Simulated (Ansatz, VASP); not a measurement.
Two plane-wave programs on Ge

```
CELL_PARAMETERS angstrom
-2.49590 2.65086 1.43695
2.49590 -2.65086 1.43695
2.49590 2.65086 -1.43695
ATOMIC_POSITIONS crystal
Ge 0.31406 0.06406 0.25000
Ge 0.68594 0.93594 0.75000
```

Alike in both runs: functional LDA; k mesh 11 × 11 × 11; occupations fermi-dirac, width 0.05 eV; no spin polarisation.

|  | VASP | Ansatz |
| --- | --- | --- |
| version | VASP 6.6.1 | Ansatz 0.2.0 |
| potentials or method | VASP PAW LDA potentials, release 64 (Ge_d) | Ansatz PAW |
| plane-wave cutoff (eV) | 520 | 420 |
| valence electrons in the cell | 28 | 28 |
| task | single point | band structure |

VASP gave:

```
gap on the k mesh at the Fermi level (eV)                     : none
pressure (GPa)                                                : -4.2
traceless stress, the component that is largest in VASP (GPa) : 1.15
rms of the force components (eV/Å)                            : 0.040
```

**Question.** Estimate Ansatz's values.

**Answer.** gap on the k mesh at the Fermi level (eV): none; pressure (GPa): -4.2; traceless stress, the component that is largest in VASP (GPa): 1.14; rms of the force components (eV/Å): 0.040.

LDA's correlation is that of Perdew and Zunger in VASP and of Perdew and Wang (1992) in Ansatz. Atom by atom the forces differ by 0.000 eV/Å (rms over components). A gap of «none» marks a metal or a gap that the smearing closes.
